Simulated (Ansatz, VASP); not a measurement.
**One calculation of GaP, two programs**

The input INCAR:

```
SYSTEM = GaP
ALGO = Normal
EDIFF = 1E-6
ENCUT = 520
GGA = PE
ISIF = 2
ISMEAR = -1
LASPH = .True.
LCHARG = .True.
LELF = .True.
LREAL = .False.
LVHAR = .True.
LWAVE = .False.
NBANDS = 16
NELM = 60
PREC = Accurate
SIGMA = 0.02
```

File KPOINTS:

```
k-points
0
Gamma
  8 8 8
  0 0 0
```

Contents of POSCAR:

```
GaP
1.0
    0.0000000000      2.8071612660      2.6550591104
    2.8071612660      0.0000000000      2.6550591104
    2.8071612660      2.8071612660      0.0000000000
Ga P
1 1
Direct
    0.0000000000      0.0000000000      0.0000000000
    0.2500000000      0.2500000000      0.2500000000
```

Input for Ansatz:

```yaml
crystal:
  lattice:
    - [0.0, 2.807161266, 2.6550591104]
    - [2.807161266, 0.0, 2.6550591104]
    - [2.807161266, 2.807161266, 0.0]
  atoms:
    - { symbol: Ga, position: [0.0, 0.0, 0.0] }
    - { symbol: P, position: [0.25, 0.25, 0.25] }
kpoints:
  mp_grid: { grid: [8, 8, 8] }
  band_path:
    path:
      - [0.0, 0.0, 0.0]
      - [-0.5, -0.5, 0.0]
      - [-0.375, -0.375, 0.25]
      - [-0.375, 0.0, 0.375]
      - [0.0, 0.0, 0.5]
      - [-0.5, -0.25, 0.25]
      - [0.414062, 0.414062, 0.0]
    npoints: 1
hamiltonian:
  xc: pbe
scf:
  occupations: { method: fermi_dirac, width: 0.02 }
  n_extra_bands: 4
output:
  forces: true
  stress: true
  eigenvalues: true
  write_density: true
  write_potential: true
  elf: true
  volumetric_format: npy
```

Change from the starting cell: epitaxial_xy strain +3.0%.

Alike in both runs: task single point; functional PBE; k mesh 8 × 8 × 8; occupations fermi-dirac, width 0.02 eV; no spin polarisation.

|  | VASP | Ansatz |
| --- | --- | --- |
| version | VASP 6.6.1 | Ansatz 0.2.0 |
| potentials or method | VASP PAW PBE potentials, release 64 (Ga_d, P) | plane waves, PAW |
| plane-wave cutoff (eV) | 520 | 420 |
| valence electrons in the cell | 18 | 18 |

Ansatz gave:

| Quantity | Value |
| --- | --- |
| gap on the k mesh at the Fermi level (eV) | 1.18 |
| pressure (GPa) | -0.3 |
| traceless stress, the component that is largest in VASP (GPa) | 2.44 |

Q: Which values does VASP return?

A: gap on the k mesh at the Fermi level (eV): 1.18; pressure (GPa): -0.3; traceless stress, the component that is largest in VASP (GPa): 2.45.
